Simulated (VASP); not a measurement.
Wanted: the native input for a VASP 6.6.1 run.

| Quantity | Value |
| --- | --- |
| Task | single point |
| Functional | r2SCAN |
| Potentials or basis | VASP PAW PBE potentials, release 64 (Al, N) |
| Cutoff | 660 eV |
| k mesh | 10 × 10 × 10 |
| Occupations | gaussian, width 0.02 eV |
| Spin | no spin polarisation |
| Dipole correction | no |
| Further INCAR settings | ALGO = Normal; EDIFF = 1e-06; NBANDS = 11 |

Crystal: AlN.

```
Al N
1.0
     0.00000    1.99847    1.99847
     1.99847    0.00000    1.99847
     1.99847    1.99847    0.00000
Al N
1 1
Direct
  0.50000 0.50000 0.50000
  0.00000 0.00000 0.00000
```

One way to write it, as run:

POSCAR

```
AlN
1.0
    0.0000000000      1.9984745196      1.9984745196
    1.9984745196      0.0000000000      1.9984745196
    1.9984745196      1.9984745196      0.0000000000
Al N
1 1
Direct
    0.5000000000      0.5000000000      0.5000000000
    0.0000000000      0.0000000000      0.0000000000
```

INCAR.step1

```
SYSTEM = AlN
PREC = Accurate ; ENCUT = 660
ISMEAR = 0 ; SIGMA = 0.02
LREAL = .False. ; LASPH = .True.
NELM = 120 ; NBANDS = 11
GGA = PE ; ALGO = Normal
EDIFF = 1E-5 ; LWAVE = .True.
LCHARG = .False. ; GGA_COMPAT = .False.
```

INCAR.step2

```
SYSTEM = AlN
PREC = Accurate ; ENCUT = 660
EDIFF = 1E-6 ; ISMEAR = 0
SIGMA = 0.02 ; LREAL = .False.
LASPH = .True. ; NELM = 120
ALGO = Normal ; ISIF = 2
LWAVE = .False. ; LCHARG = .False.
METAGGA = R2SCAN ; LMIXTAU = .True.
NBANDS = 11 ; ISTART = 1
GGA_COMPAT = .False.
```

KPOINTS

```
Automatic mesh
0
Gamma
  10 10 10
  0 0 0
```

Potentials or basis: VASP PAW PBE potentials, release 64 (Al, N).

The run is started by

```sh
$ cat potpaw_PBE.64/Al/POTCAR potpaw_PBE.64/N/POTCAR > POTCAR
$ cp INCAR.step1 INCAR
$ mpirun -np 1 vasp_std > vasp.out
$ cp INCAR.step2 INCAR
$ mpirun -np 1 vasp_std > vasp.out
```

Results of the run:

```
Pressure               : 8.2 GPa
Band gap on the k mesh : 5.84 eV (least direct gap 7.05 eV)
```

Caveat: the cell stands under pressure; the PAW data sets were made with another functional, which shifts forces and pressure a little.

Run time: 13 s on 1 thread of Intel(R) Xeon(R) 6975P-C (Granite Rapids), with other jobs on the host, peak memory 0.14 GiB.
